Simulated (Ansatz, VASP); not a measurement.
# One calculation of CdI2, two programs

```xyz
3
Lattice="4.2045 0.0000 0.0000 -2.1023 3.6412 0.0000 0.0000 0.0000 6.8261" Properties=species:S:1:pos:R:3 pbc="T T T"
Cd    0.0000    0.0000    0.0000
I     0.0000    2.4275    1.7306
I     2.1023    1.2137    5.0954
```

Change from the starting cell: hydrostatic strain -1.0%.

Alike in both runs: task single point; functional HSE06; k mesh 6 × 6 × 4; no spin polarisation.

```csv
,VASP,Ansatz
version,VASP 6.6.1,Ansatz 0.2.0
potentials or method,"VASP PAW PBE potentials, release 64 (Cd, I)","plane waves, PAW"
plane-wave cutoff (eV),400,420
occupations,"gaussian, width 0.01 eV",fixed
valence electrons in the cell,26,54
```

VASP gave:

* gap on the k mesh at the Fermi level (eV): 3.29
* pressure (GPa): 1.3
* traceless stress, the component that is largest in VASP (GPa): -0.28
* rms of the force components (eV/Å): 0.028

Question: Estimate Ansatz's values.

Answer: gap on the k mesh at the Fermi level (eV): 3.29; pressure (GPa): 1.5; traceless stress, the component that is largest in VASP (GPa): -0.28; rms of the force components (eV/Å): 0.036.

Atom by atom the forces differ by 0.008 eV/Å (rms over components). VASP's potentials hold 26 valence electrons a cell and Ansatz's 54, so a difference there can come from the potentials and not from the codes. Ansatz's warnings: stress exchange threshold loose, stress scf threshold loose.

Neither program's run includes spin-orbit coupling.
